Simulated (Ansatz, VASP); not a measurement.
## Two plane-wave programs on Ta2AlF3

```
Ta Al F
1.0
     3.54460    0.00000    0.00000
     0.00000    3.54460    0.00000
     0.00000    0.00000   12.27708
Ta Al F
2 1 3
Direct
  0.50000 0.50000 0.00000
  0.00000 0.00000 0.50000
  0.00000 0.00000 0.00000
  0.00000 0.00000 0.65215
  0.00000 0.00000 0.34785
  0.50000 0.50000 0.50000
```

Alike in both runs: functional PBE; k mesh 10 × 10 × 4; occupations gaussian, width 0.1 eV; no spin polarisation.

Ansatz relaxed the structure, and its values are those at the end. VASP's run is a single point on that final structure, the one shown.

|  | VASP | Ansatz |
| --- | --- | --- |
| version | VASP 6.6.1 | Ansatz 0.2.0 |
| potentials or method | VASP PAW PBE potentials, release 64 (Ta_pv, Al, F), cutoff 520 eV | scalar-relativistic, plane waves, PAW |
| valence electrons in the cell | 46 | 50 |

VASP gave:

```
gap on the k mesh at the Fermi level (eV) : none
pressure (GPa)                            : 0.1
rms of the force components (eV/Å)        : 0.069
```

**Question.** Estimate Ansatz's values.

**Answer.** gap on the k mesh at the Fermi level (eV): none; pressure (GPa): 0.0; rms of the force components (eV/Å): 0.001.

A gap of «none» marks a metal or a gap that the smearing closes. The functional is the same, so the differences come from potentials, cutoffs and numerics. VASP's potentials hold 46 valence electrons a cell and Ansatz's 50, so a difference there can come from the potentials and not from the codes.

Neither program's run includes spin-orbit coupling.
